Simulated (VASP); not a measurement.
# LiH (Fm-3m) in VASP: a series of runs

Runs on LiH. Level: r2SCAN. Tasks: single point.

All numbers are computed with VASP 6.6.1; they aren't measurements. Logs are shortened: lines on timing, memory, paths and dates and some standing lists are left out, and cuts for length are marked.

### 1 The cell of the first run

It takes space group Fm-3m (No. 225, cubic). Conventional cell: a = 3.882 Å, b = 3.882 Å, c = 3.882 Å, α = 90.00°, β = 90.00°, γ = 90.00°. Within 2.6 Å of Li (site symmetry m-3m) lie 6 H at 1.94 Å. Within 2.6 Å of H (site symmetry m-3m) lie 6 Li at 1.94 Å.

### 2 Single point, r2SCAN

File POSCAR:

```
LiH
1.0
    1.9408437663      1.9408437663      0.0000000000
   -1.9408437663      1.9408437663      0.0000000000
    0.0000000000      1.9408437663      1.9408437663
Li H
1 1
Direct
    0.0000000000      0.0000000000      0.0000000000
    0.5000000000      0.5000000000      0.0000000000
```

File INCAR.step1:

```
PREC = Accurate ; ENCUT = 520
ISMEAR = 0 ; SIGMA = 0.01
LREAL = False ; LASPH = True
NELM = 100 ; NBANDS = 9
GGA = PE ; ALGO = Normal
EDIFF = 1E-4 ; LWAVE = True
LCHARG = False
```

File INCAR.step2:

```
PREC = Accurate ; ENCUT = 520
EDIFF = 1E-7 ; ISMEAR = 0
SIGMA = 0.01 ; LREAL = False
LASPH = True ; NELM = 100
ALGO = Normal ; ISIF = 2
LWAVE = False ; LCHARG = False
METAGGA = R2SCAN ; LMIXTAU = True
NBANDS = 9 ; ISTART = 1
```

File KPOINTS:

```
Automatic mesh
0
Gamma
  10 10 10
```

Potentials or basis: VASP PAW PBE potentials, release 64 (Li_sv, H).

Run with:

```console
> cat potpaw_PBE.64/Li_sv/POTCAR potpaw_PBE.64/H/POTCAR > POTCAR
> cp INCAR.step1 INCAR
> mpirun -np 1 vasp_std > vasp.out
> cp INCAR.step2 INCAR
> mpirun -np 1 vasp_std > vasp.out
```

OUTCAR:

```text
PREC = Accurate
   ENCUT = 520
   EDIFF = 1E-7
   ISMEAR = 0
   LREAL = False
   LASPH = True
   NELM = 100
   ISIF = 2
   METAGGA = R2SCAN
   ISTART = 1

 ion  position               nearest neighbor table
   1  0.000  0.000  0.000-
   2  0.500  0.500  0.000-

  LATTYP: Found a face centered cubic cell.
 ALAT       =     3.8816875326

  Lattice vectors:

 A1 = (   0.0000000000,   1.9408437663,   1.9408437663)
 A2 = (   1.9408437663,   0.0000000000,   1.9408437663)
 A3 = (   1.9408437663,   1.9408437663,   0.0000000000)

Analysis of symmetry for initial positions (statically):
=====================================================================
 Subroutine PRICEL returns:
 Original cell was already a primitive cell.

 Routine SETGRP: Setting up the symmetry group for a
 face centered cubic supercell.

 Subroutine GETGRP returns: Found 48 space group operations
 (whereof 48 operations were pure point group operations)
 out of a pool of 48 trial point group operations.

The static configuration has the point symmetry O_h .

Analysis of symmetry for dynamics (positions and initial velocities):
=====================================================================
 Subroutine PRICEL returns:
 Original cell was already a primitive cell.

 Routine SETGRP: Setting up the symmetry group for a
 face centered cubic supercell.

 Subroutine GETGRP returns: Found 48 space group operations
 (whereof 48 operations were pure point group operations)
 out of a pool of 48 trial point group operations.

The dynamic configuration has the point symmetry O_h .

 Subroutine INISYM returns: Found 48 space group operations
 (whereof 48 operations are pure point group operations),
 and found     1 'primitive' translations

----------------------------------------------------------------------------------------

                                     Primitive cell

  volume of cell :      14.6218

  direct lattice vectors                    reciprocal lattice vectors
     1.940843766  1.940843766  0.000000000     0.257619912  0.257619912 -0.257619912
    -1.940843766  1.940843766  0.000000000    -0.257619912  0.257619912 -0.257619912
     0.000000000  1.940843766  1.940843766     0.000000000  0.000000000  0.515239824

  length of vectors
     2.744767577  2.744767577  2.744767577     0.446210776  0.446210776  0.515239824

  position of ions in fractional coordinates (direct lattice)
     0.000000000  0.000000000  0.000000000
     0.500000000  0.500000000  0.000000000

  ion indices of the primitive-cell ions
   primitive index   ion index
                 1           1
                 2           2

----------------------------------------------------------------------------------------

 KPOINTS: Automatic mesh

Automatic generation of k-mesh.
 Grid dimensions read from file:
 generate k-points for:   10   10   10

 Generating k-lattice:

  Cartesian coordinates                     Fractional coordinates (reciprocal lattice)
     0.025761991  0.025761991 -0.025761991     0.100000000  0.000000000  0.000000000
    -0.025761991  0.025761991 -0.025761991     0.000000000  0.100000000  0.000000000
     0.000000000  0.000000000  0.051523982     0.000000000  0.000000000  0.100000000

  Length of vectors
     0.044621078  0.044621078  0.051523982

  Shift w.r.t. Gamma in fractional coordinates (k-lattice)
     0.000000000  0.000000000  0.000000000

 Subroutine IBZKPT returns following result:
 ===========================================

 Found     47 irreducible k-points:

 Following reciprocal coordinates:
            Coordinates               Weight
  0.000000  0.000000  0.000000      1.000000
  0.100000  0.000000  0.000000      8.000000
  0.200000  0.000000  0.000000      8.000000
  0.300000  0.000000  0.000000      8.000000
  0.400000  0.000000  0.000000      8.000000
  0.500000  0.000000  0.000000      4.000000
[... 16 lines left out ...]
  0.300000  0.300000  0.000000     12.000000
  0.400000  0.300000  0.000000     24.000000
 [... further k-points ...]
   k-points           NKPTS =     47   k-points in BZ     NKDIM =     47   number of bands    NBANDS=      9
   number of dos      NEDOS =    301   number of ions     NIONS =      2
   total plane-waves  NPLWV =   8000
   dimension x,y,z NGX =    20 NGY =   20 NGZ =   20
   dimension x,y,z NGXF=    40 NGYF=   40 NGZF=   40
   ions per type =               1   1
   NGX,Y,Z   is equivalent  to a cutoff of  12.11, 12.11, 12.11 a.u.
   NGXF,Y,Z  is equivalent  to a cutoff of  24.23, 24.23, 24.23 a.u.
 SYSTEM =  unknown system
   PREC   = accura    normal or accurate (medium, high low for compatibility)
   ISTART =      1    job   : 0-new  1-cont  2-samecut
   ICHARG =      0    charge: 1-file 2-atom 10-const
   ISPIN  =      1    spin polarized calculation?
   LNONCOLLINEAR =      F non collinear calculations
   LSORBIT =      F    spin-orbit coupling
   LASPH  =      T    aspherical Exc in radial PAW
   ENCUT  =  520.0 eV  38.22 Ry    6.18 a.u.   5.10  5.10  5.10*2*pi/ulx,y,z
   NELM   =    100;   NELMIN=  2; NELMDL=  0     # of ELM steps
   EDIFF  = 0.1E-06   stopping-criterion for ELM
   LREAL  =      F    real-space projection
   EDIFFG = 0.1E-05   stopping-criterion for IOM
   NSW    =      0    number of steps for IOM
   IBRION =     -1    ionic relax: 0-MD 1-quasi-New 2-CG
   NFREE  =      0    steps in history (QN), initial steepest desc. (CG)
   ISIF   =      2    stress and relaxation
   ISYM   =      2    0-nonsym 1-usesym 2-fastsym
   POTIM  = 0.5000    time-step for ionic-motion
   TEBEG  =    0.0;   TEEND  =   0.0 temperature during run
   PSTRESS=    0.0 pullay stress
   NELECT =       4.0000    total number of electrons
   NUPDOWN=      -1.0000    fix difference up-down
   EMIN   =  10.00;   EMAX   =-10.00  energy-range for DOS
   EFERMI =   0.00;   METHOD = LEGACY
   ISMEAR =     0;   SIGMA  =   0.01  broadening in eV -4-tet -1-fermi 0-gaus
   EFERMI_NEDOS =   21; number of points for ismear=-14 and -15
   IALGO  =     38    algorithm
   IMIX   =      4    mixing-type and parameters
     AMIX     =   0.40;   BMIX     =  1.00
     AMIX_MAG =   1.60;   BMIX_MAG =  1.00
  volume/ion in A,a.u.               =       7.31        49.34
  Fermi-wavevector in a.u.,A,eV,Ry     =   1.062741  2.008290 15.366681  1.129419
  Thomas-Fermi vector in A             =   2.198202
   LORBIT       =      0    0 simple, 1 ext, 2 COOP (PROOUT), +10 PAW based schemes
   METAGGA = R2SCAN    functional components
   LHFCALC =     F    Hartree Fock is set to
   AEXX    =    0.0000 exact exchange contribution
   IVDW    =     0    specifies the selected vdW correction
   LEPSILON=     F    determine dielectric tensor
   LRPA    =     F    only Hartree local field effects (RPA)
 non-spin polarized calculation
 Gauss-broadening in eV      SIGMA  =   0.01
  energy-cutoff  :      520.00
  volume of cell :       14.62
 maximum number of plane-waves:       411
   NGX = 11   NGY = 11   NGZ = 11

 number of electron       3.9999992 magnetization

 Free energy of the ion-electron system (eV)
  ---------------------------------------------------
  ext. energy  EPLUGINS =         0.00000000
  ---------------------------------------------------
  free energy    TOTEN  =        -6.80041011 eV

  energy without entropy =       -6.80041011  energy(sigma->0) =       -6.80041011

 E-fermi :   0.5431     XC(G=0):  -9.1654

 val. band max:        0.2765055508   @ k =   0.5000   0.5000   0.0000
 cond. band min:       3.7932866984   @ k =   0.5000   0.5000   0.0000
 fundamental gap:      3.5167811476
 Fermi energy:         0.5431068203

 k-point     1 :       0.0000    0.0000    0.0000
  band No.  band energies     occupation
      1     -45.3649      2.00000
      2      -5.5502      2.00000
      3      19.2426      0.00000
      4      20.7387      0.00000
      5      20.7389      0.00000
      6      20.7390      0.00000
      7      25.3384      0.00000
      8      25.3392      0.00000
      9      25.3402      0.00000

 k-point     2 :       0.1000    0.0000    0.0000
  band No.  band energies     occupation
      1     -45.3585      2.00000
      2      -5.3638      2.00000
      3      17.1536      0.00000
      4      19.8020      0.00000
      5      20.2477      0.00000
      6      20.2477      0.00000
      7      25.1181      0.00000
      8      26.4006      0.00000
      9      26.4015      0.00000

 k-point     3 :       0.2000    0.0000    0.0000
  band No.  band energies     occupation
      1     -45.3424      2.00000
      2      -4.8227      2.00000
      3      13.2972      0.00000
      4      18.4042      0.00000
      5      19.5079      0.00000
      6      19.5080      0.00000
      7      26.2180      0.00000
      8      26.2184      0.00000
      9      26.2720      0.00000

 k-point     4 :       0.3000    0.0000    0.0000
  band No.  band energies     occupation
      1     -45.3225      2.00000
      2      -3.9934      2.00000
      3       9.7768      0.00000
      4      17.1875      0.00000
      5      19.1157      0.00000
      6      19.1160      0.00000
      7      23.7568      0.00000
      8      23.7571      0.00000
      9      28.1244      0.00000
[... 205 lines left out ...]
 k-point    22 :      -0.2000    0.2000    0.0000
  band No.  band energies     occupation
      1     -45.3353      2.00000
      2      -4.5237      2.00000
      3      14.2992      0.00000
      4      16.1164      0.00000
      5      16.1171      0.00000
      6      19.6466      0.00000
      7      21.5718      0.00000
      8      28.4749      0.00000
      9      32.5897      0.00000

 k-point    23 :       0.3000    0.3000    0.0000
  band No.  band energies     occupation
      1     -45.2900      2.00000
      2      -1.5944      2.00000
      3       7.0506      0.00000
      4       8.9557      0.00000
      5      15.8047      0.00000
      6      18.8191      0.00000
      7      28.4137      0.00000
      8      29.7656      0.00000
      9      31.3843      0.00000

 k-point    24 :       0.4000    0.3000    0.0000
  band No.  band energies     occupation
      1     -45.2850      2.00000
      2      -0.8697      2.00000
      3       5.7705      0.00000
      4       9.0906      0.00000
      5      14.4776      0.00000
      6      19.1301      0.00000
      7      26.2776      0.00000
      8      30.3402      0.00000
      9      33.9747      0.00000

 [... further k-points ...]
[... 5 lines left out ...]
  --------------------------------------------------------------------------------------
  -------------------------------------------------------------------------------------
  Total        0.3186521      0.3186521      0.3186521      0.0000000     -0.0000000      0.0000000
  in kB       34.9160902     34.9160902     34.9160902      0.0000000     -0.0000000      0.0000000
  external PRESSURE =      34.9160902 kB  Pullay stress =       0.0000000 kB

 VOLUME and BASIS-vectors are now :
 -----------------------------------------------------------------------------
  energy-cutoff  :      520.00
  volume of cell :       14.62
      direct lattice vectors                 reciprocal lattice vectors
     1.940843766  1.940843766  0.000000000     0.257619912  0.257619912 -0.257619912
    -1.940843766  1.940843766  0.000000000    -0.257619912  0.257619912 -0.257619912
     0.000000000  1.940843766  1.940843766     0.000000000  0.000000000  0.515239824

 POSITION                                       TOTAL-FORCE (eV/Angst)
 -----------------------------------------------------------------------------------
      0.00000      0.00000      0.00000         0.000000     -0.000000      0.000000
      0.00000      1.94084      0.00000        -0.000000      0.000000      0.000000
 -----------------------------------------------------------------------------------
    total drift:                               -0.000000     -0.000000     -0.000000

  FREE ENERGIE OF THE ION-ELECTRON SYSTEM (eV)
  ---------------------------------------------------
  free  energy   TOTEN  =        -6.8004101131 eV

  energy  without entropy=       -6.8004101131  energy(sigma->0) =       -6.80041011
```

It took 74 s on 1 thread of AMD EPYC 7R13, shared host; peak memory 0.09 GiB.

Results:

```
Free energy            : -6.8004 eV
Band gap on the k mesh : 3.52 eV, direct
```

Levels at points of the mesh, in eV from the valence-band top:
```csv
k point,band 1,band 2,band 3,band 4,band 5
"(0.00, 0.00, 0.00)",-45.64,-5.83,18.97,20.46,20.46
"(0.50, 0.00, 0.00)",-45.58,-2.93,5.92,15.84,19.12
"(0.50, 0.50, 0.00)",-45.56,0.00,3.52,12.25,12.26
```

Caveat: the cutoff is under 1.25 times the usual one of these potentials, so pressure, stress and relaxed cells hold a basis-set (Pulay) error; the PAW data sets were made with another functional, which shifts forces and pressure a little.

[end of part 1 of 2]
